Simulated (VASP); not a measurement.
# GaC30 (a cell with a defect) in VASP: electric field gradients with PBE

Aim: the electric field gradients of GaC30 (a cell with a defect) with PBE.

Everything below comes from runs of VASP 6.6.1. Logs are shortened: lines on timing, memory, paths and dates and some standing lists are left out, and cuts for length are marked.

## Step 1: The cell of the first run

The cell holds a defect, 31 atoms: a = 6.186 Å, b = 6.186 Å, c = 6.186 Å, α = 109.47°, β = 109.47°, γ = 109.47°.

## Step 2: Electric field gradients, PBE, collinear spin

The input, INCAR:

```
PREC = Accurate ; ENCUT = 520
EDIFF = 1E-8 ; ISMEAR = -1
SIGMA = 0.01 ; LREAL = False
LASPH = True ; NELM = 200
ALGO = Normal ; ISIF = 2
LWAVE = False ; LCHARG = False
ISPIN = 2 ; MAGMOM = 0 0 0.01 0.01 0.01 0.01 0.01 0.07 0.01 0.01 0.07 0.01 0 0.01 0.07 0 0.01 0.07 0.01 0.01 0.07 0.07 0.01 0.01 0.01 0.01 0 0 0.01 0.01 0.03
LORBIT = 11 ; NUPDOWN = 1.0
GGA = PE ; LEFG = True
NELECT = 135.0 ; NBANDS = 92
GGA_COMPAT = False
```

The input, KPOINTS:

```
Automatic mesh
0
Gamma
  2 2 2
  0.5 0.5 0.5
```

The input, POSCAR:

```
GaC30
1.0
   -3.5716218665      3.5716218665      3.5716218665
    3.5716218665     -3.5716218665      3.5716218665
    3.5716218665      3.5716218665     -3.5716218665
C Ga
30 1
Direct
    0.0048944712      0.0052200656      0.0044702126
    0.0049075454      0.2553030841      0.7543486193
   -0.0003578895      0.5021010255      0.5037635808
   -0.0007201389      0.7543493280      0.2510999254
    0.2537996741      0.0041750992      0.7530617135
    0.2515391923      0.2497368215      0.5034831235
    0.2516742986      0.7546224738     -0.0007690779
    0.4970350904      0.0173704265      0.4961926449
    0.5041959352      0.2500526401      0.2512272249
    0.5039210309      0.5019545193     -0.0011244349
    0.4966396714      0.7474913081      0.7665588880
    0.7537290927      0.0039067878      0.2533765751
    0.7548012366      0.2553340600      0.0044454566
    0.7535115939      0.5042247049      0.7532917332
    0.7669286504      0.7470250485      0.4966078826
    0.0007709467      0.0010997862      0.7502154673
    0.0020773657      0.2522556502      0.5013096488
   -0.0113589275      0.5089592255      0.2585101937
    0.0018209371      0.7521919551      0.0016391874
    0.2516506950      0.0067046990      0.5035972044
    0.2589675140      0.2390362758      0.2580542972
    0.2584937638      0.5093411718     -0.0118769459
    0.2513641018      0.7543130267      0.7554445087
    0.5038821940      0.0063168887      0.2509122106
    0.5017793431      0.2524880140      0.0013801334
    0.5040344836      0.5020568609      0.7557844871
    0.7506804779      0.0010741294      0.0003267289
    0.7506579850      0.2511924440      0.7502391346
    0.7559357397      0.5017908818      0.5034468934
    0.7562603966      0.7544459106      0.2511959016
    0.3777487654      0.6281627402      0.3772864000
```

Potentials or basis: VASP PAW PBE potentials, release 64 (C, Ga_d).

Launch:

```sh
$ cat potpaw_PBE.64/C/POTCAR potpaw_PBE.64/Ga_d/POTCAR > POTCAR
$ mpirun -np 1 vasp_std > vasp.out
```

OUTCAR:

```text
PREC = Accurate
   ENCUT = 520
   EDIFF = 1E-8
   ISMEAR = -1
   LREAL = False
   LASPH = True
   NELM = 200
   ISIF = 2
   ISPIN = 2
   LORBIT = 11
   NUPDOWN = 1.0
   GGA = PE
   NELECT = 135.0

 ion  position               nearest neighbor table
   1  0.005  0.005  0.004-  21 1.53  19 1.55  27 1.56  16 1.56
   2  0.005  0.255  0.754-  22 1.53  17 1.55  16 1.56  28 1.56
   3  1.000  0.502  0.504-  29 1.51  18 1.51  17 1.55  23 1.56
   4  0.999  0.754  0.251-  30 1.50  18 1.51  19 1.54  20 1.56
   5  0.254  0.004  0.753-  25 1.54  20 1.54  23 1.55  16 1.55
   6  0.252  0.250  0.503-  20 1.50  21 1.51  17 1.54  26 1.56
[... 22 lines left out ...]
  29  0.756  0.502  0.503-   3 1.51  15 1.51  14 1.55   9 1.56
  30  0.756  0.754  0.251-   4 1.50  15 1.51  12 1.54  10 1.56
  31  0.378  0.628  0.377-  18 2.04  21 2.04  15 2.04  22 2.04   8 2.04  11 2.04

  LATTYP: Found a body centered cubic cell.
 ALAT       =     7.1432437330

  Lattice vectors:

 A1 = (  -3.5716218665,   3.5716218665,   3.5716218665)
 A2 = (   3.5716218665,  -3.5716218665,   3.5716218665)
 A3 = (   3.5716218665,   3.5716218665,  -3.5716218665)

Analysis of symmetry for initial positions (statically):
=====================================================================
 Subroutine PRICEL returns:
 Original cell was already a primitive cell.

 Routine SETGRP: Setting up the symmetry group for a
 body centered cubic supercell.

 Subroutine GETGRP returns: Found  1 space group operations
 (whereof  1 operations were pure point group operations)
 out of a pool of 48 trial point group operations.

The static configuration has the point symmetry C_1 .

Analysis of symmetry for dynamics (positions and initial velocities):
=====================================================================
 Subroutine PRICEL returns:
 Original cell was already a primitive cell.

 Routine SETGRP: Setting up the symmetry group for a
 body centered cubic supercell.

 Subroutine GETGRP returns: Found  1 space group operations
 (whereof  1 operations were pure point group operations)
 out of a pool of 48 trial point group operations.

The dynamic configuration has the point symmetry C_1 .

Analysis of structural, dynamic, and magnetic symmetry:
=====================================================================
 Subroutine PRICEL returns:
 Original cell was already a primitive cell.

 Routine SETGRP: Setting up the symmetry group for a
 body centered cubic supercell.

 Subroutine GETGRP returns: Found  1 space group operations
 (whereof  1 operations were pure point group operations)
 out of a pool of 48 trial point group operations.

The overall configuration has the point symmetry C_1 .

 Subroutine INISYM returns: Found  1 space group operations
 (whereof  1 operations are pure point group operations),
 and found     1 'primitive' translations

----------------------------------------------------------------------------------------

                                     Primitive cell

  volume of cell :     182.2453

  direct lattice vectors                    reciprocal lattice vectors
    -3.571621867  3.571621867  3.571621867     0.000000000  0.139992423  0.139992423
     3.571621867 -3.571621867  3.571621867     0.139992423  0.000000000  0.139992423
     3.571621867  3.571621867 -3.571621867     0.139992423  0.139992423  0.000000000

  length of vectors
     6.186230538  6.186230538  6.186230538     0.197979184  0.197979184  0.197979184

  position of ions in fractional coordinates (direct lattice)
     0.004894471  0.005220066  0.004470213
     0.004907545  0.255303084  0.754348619
     0.999642110  0.502101025  0.503763581
     0.999279861  0.754349328  0.251099925
     0.253799674  0.004175099  0.753061714
     0.251539192  0.249736822  0.503483123
[... 23 lines left out ...]
     0.756260397  0.754445911  0.251195902
     0.377748765  0.628162740  0.377286400
[... 126 lines left out ...]
  ---------------------------------------------------
  ext. energy  EPLUGINS =         0.00000000
  ---------------------------------------------------
  free energy    TOTEN  =      -246.03741451 eV

  energy without entropy =     -246.03264062  energy(sigma->0) =     -246.03502757

 E-fermi :  11.2875     XC(G=0): -13.3469

 val. band max:       11.1033072604   @ k =   0.2500   0.2500   0.2500
 cond. band min:      11.2940143085   @ k =  -0.2500   0.2500   0.2500
 fundamental gap:      0.1907070481
 Fermi energy:        11.3965840092

 spin component 1

 k-point     1 :       0.2500    0.2500    0.2500
  band No.  band energies     occupation
      1     -10.4458      1.00000
      2     -10.4446      1.00000
      3     -10.1933      1.00000
      4      -9.2953      1.00000
      5      -6.3380      1.00000
      6      -6.2571      1.00000
[... 317 lines left out ...]
     78      16.8378      0.00000
     79      16.9537      0.00000
 Fermi energy:        11.2874945204

 spin component 2

 k-point     1 :       0.2500    0.2500    0.2500
  band No.  band energies     occupation
      1     -10.4117      1.00000
      2     -10.4102      1.00000
      3     -10.1626      1.00000
      4      -9.2485      1.00000
      5      -6.3083      1.00000
      6      -6.2189      1.00000
[... 317 lines left out ...]
     78      16.8633      0.00000
     79      17.0006      0.00000
 [bands above 79 left out]

------------------------ aborting loop because EDIFF is reached ----------------------------------------

  FORCE on cell =-STRESS in cart. coord.  units (eV):
  Direction    XX          YY          ZZ          XY          YZ          ZX
  --------------------------------------------------------------------------------------
  -------------------------------------------------------------------------------------
  Total       44.3176234     44.3063448     44.2806839    -13.0502629    -13.0302903    -13.0361160
  in kB      389.6104832    389.5113300    389.2857362   -114.7290596   -114.5534737   -114.6046891
  external PRESSURE =     389.4691832 kB  Pullay stress =       0.0000000 kB

 VOLUME and BASIS-vectors are now :
 -----------------------------------------------------------------------------
  energy-cutoff  :      520.00
  volume of cell :      182.25
      direct lattice vectors                 reciprocal lattice vectors
    -3.571621867  3.571621867  3.571621867     0.000000000  0.139992423  0.139992423
     3.571621867 -3.571621867  3.571621867     0.139992423  0.000000000  0.139992423
     3.571621867  3.571621867 -3.571621867     0.139992423  0.139992423  0.000000000

 POSITION                                       TOTAL-FORCE (eV/Angst)
 -----------------------------------------------------------------------------------
      0.01713      0.01480      0.02016        -0.013886     -0.027111      0.016982
      3.58857      1.79993     -1.76487         0.016115     -0.014913     -0.026632
      0.02222      3.57628      3.56441        -0.079990      0.061161     -0.038208
      0.02203      1.77163      5.36647        -0.063931      0.075833      0.100275
      1.79809      3.58122     -1.76826        -0.039390      0.077820      0.031674
      1.79181      1.80469     -0.00788         0.094069     -0.062168      0.076443
[... 23 lines left out ...]
      0.89070      0.90366      4.49849         0.064432     -0.096985     -0.076740
      2.24191      0.45314      2.24521         0.003746      0.002293      0.000380
 -----------------------------------------------------------------------------------
    total drift:                               -0.000257      0.000007     -0.000564

  FREE ENERGIE OF THE ION-ELECTRON SYSTEM (eV)
  ---------------------------------------------------
  free  energy   TOTEN  =      -246.0374145136 eV

  energy  without entropy=     -246.0326406201  energy(sigma->0) =     -246.03502757

 Electric field gradients (V/A^2)
---------------------------------------------------------------------
 ion       V_xx      V_yy      V_zz      V_xy      V_xz      V_yz
---------------------------------------------------------------------
   1       0.037    -0.132     0.095    -2.159    -1.044    -2.155
   2       0.088     0.041    -0.129    -1.034    -2.164    -2.158
   3       1.170    -0.090    -1.081    -0.739     4.890     0.360
   4       1.117    -1.068    -0.048     4.956    -0.446     0.321
   5      -1.756     0.855     0.901     0.260     0.368     0.583
   6      -0.056     1.122    -1.067    -0.441     0.313     4.935
[... 23 lines left out ...]
  30       1.119    -0.052    -1.067    -0.438     4.950     0.317
  31       0.060     0.017    -0.077     1.692     1.362     1.216
---------------------------------------------------------------------

 Electric field gradients after diagonalization (V/A^2)
 (convention: |V_zz| > |V_xx| > |V_yy|)
----------------------------------------------------------------------
 ion       V_xx      V_yy      V_zz     asymmetry (V_yy - V_xx)/ V_zz
----------------------------------------------------------------------
   1       2.525     1.110    -3.635       0.389
   2       2.536     1.098    -3.634       0.396
   3      -5.083    -0.004     5.087       0.998
   4       5.104     0.003    -5.106       0.999
   5       1.522     0.296    -1.818       0.674
   6      -5.081    -0.006     5.087       0.998
[... 23 lines left out ...]
  30      -5.097    -0.002     5.099       0.999
  31      -1.667    -1.195     2.862       0.165
----------------------------------------------------------------------

           NMR quadrupolar parameters

 Cq : quadrupolar parameter    Cq=e*Q*V_zz/h
 eta: asymmetry parameters     (V_yy - V_xx)/ V_zz
 Q  : nuclear electric quadrupole moment in mb (millibarn)
----------------------------------------------------------------------
 ion       Cq(MHz)       eta       Q (mb)
----------------------------------------------------------------------
   1      -0.009       0.389       1.000
   2      -0.009       0.396       1.000
   3       0.012       0.998       1.000
   4      -0.012       0.999       1.000
   5      -0.004       0.674       1.000
   6       0.012       0.998       1.000
[... 23 lines left out ...]
  30       0.012       0.999       1.000
  31       0.007       0.165       1.000
----------------------------------------------------------------------

 total charge

# of ion       s       p       d       tot
------------------------------------------
    1        0.830   1.745   0.000   2.576
    2        0.830   1.746   0.000   2.576
    3        0.840   1.785   0.000   2.625
    4        0.840   1.784   0.000   2.625
    5        0.837   1.769   0.000   2.606
    6        0.840   1.784   0.000   2.625
[... 23 lines left out ...]
   30        0.840   1.785   0.000   2.625
   31        0.852   1.189  10.247  12.289
--------------------------------------------------
tot         25.957  54.458  10.247  90.662

 magnetization (x)

# of ion       s       p       d       tot
------------------------------------------
    1       -0.000   0.001   0.000   0.000
    2       -0.000   0.001   0.000   0.000
    3        0.000   0.007   0.000   0.008
    4        0.000   0.007   0.000   0.008
    5        0.002   0.009   0.000   0.011
    6        0.000   0.007   0.000   0.008
[... 23 lines left out ...]
   30        0.000   0.007   0.000   0.008
   31       -0.009  -0.011   0.077   0.057
--------------------------------------------------
tot          0.062   0.575   0.077   0.714
```

Run time: 8.4 min. Hardware: 1 thread of Intel Xeon 8259CL, shared host; peak memory 0.44 GiB.

What came out:

```yaml
Free_energy: -246.0374 eV
Largest_force: 0.272 eV/Å
Net_moment: 1.00 μB per cell
Site_moments: C +0.00, +0.01, +0.08 (each value once); Ga +0.06 μB
Largest_electric_field_gradient_by_atom: C -3.6, +5.1, -5.1, -1.8, -36.9, -36.8 (each value once); Ga +2.9 V/Å²
Valence_electrons_inside_the_program's_atomic_spheres: C 2.58, 2.62, 2.61, 2.63 (each value once); Ga 12.29
```

Forces on the atoms (eV/Å):
```
C   -0.014 -0.027  0.017
C    0.016 -0.015 -0.027
C   -0.080  0.061 -0.038
C   -0.064  0.076  0.100
C   -0.039  0.078  0.032
C    0.094 -0.062  0.076
C    0.056 -0.047 -0.072
C   -0.079  0.166 -0.191
C   -0.044 -0.074  0.064
C    0.069  0.093 -0.057
C   -0.198 -0.082  0.168
C    0.075  0.029 -0.031
C   -0.026  0.018 -0.013
C    0.032 -0.037  0.076
C    0.166 -0.193 -0.075
C    0.026  0.013 -0.019
C   -0.029 -0.077  0.032
C   -0.166  0.075  0.190
C   -0.080  0.036 -0.030
C   -0.073  0.060 -0.100
C    0.196 -0.166  0.073
C    0.079  0.196 -0.166
C    0.048 -0.055  0.071
C   -0.057  0.078  0.041
C    0.039 -0.031 -0.080
C   -0.090 -0.070  0.057
C    0.016 -0.016  0.027
C   -0.018  0.026  0.013
C    0.077  0.042 -0.064
C    0.064 -0.097 -0.077
Ga   0.004  0.002  0.000
```

Electric field gradients, principal values (V/Å²):
```
 atom   least  middle  greatest (by size)
  1 C   1.110   2.525              -3.635
  2 C   1.098   2.536              -3.634
  3 C  -0.004  -5.083               5.087
  4 C   0.003   5.104              -5.106
  5 C   0.296   1.522              -1.818
  6 C  -0.006  -5.081               5.087
  7 C  -0.009  -5.043               5.051
  8 C  17.331  19.570             -36.901
  9 C   0.002   5.082              -5.084
 10 C  -0.006  -5.060               5.066
 11 C  17.299  19.523             -36.822
 12 C   0.269   1.546              -1.815
 13 C   1.112   2.520              -3.633
 14 C   0.287   1.529              -1.816
 15 C  17.342  19.592             -36.935
 16 C   1.110   2.521              -3.632
 17 C   0.274   1.542              -1.816
 18 C  17.345  19.592             -36.937
 19 C   0.290   1.530              -1.820
 20 C   0.002   5.095              -5.097
 21 C  17.332  19.572             -36.904
 22 C  17.304  19.524             -36.828
 23 C  -0.007  -5.043               5.051
 24 C  -0.008  -5.062               5.070
 25 C   0.297   1.522              -1.819
 26 C  -0.008  -5.056               5.063
 27 C   1.099   2.540              -3.639
 28 C   1.106   2.526              -3.633
 29 C   0.001  -5.091               5.091
 30 C  -0.002  -5.097               5.099
31 Ga  -1.195  -1.667               2.862
```

Caveat: the k points lie up to 0.62 Å⁻¹ apart; the cell carries a net charge on a neutralising background, which shifts energy and pressure; the cell is charged against a uniform background, so pressure and absolute levels hang on convention; without QUAD_EFG the Cq values of the log hold for a quadrupole moment of 1 mb, not for the nuclei; the total moment is fixed, so each spin has its own Fermi level.
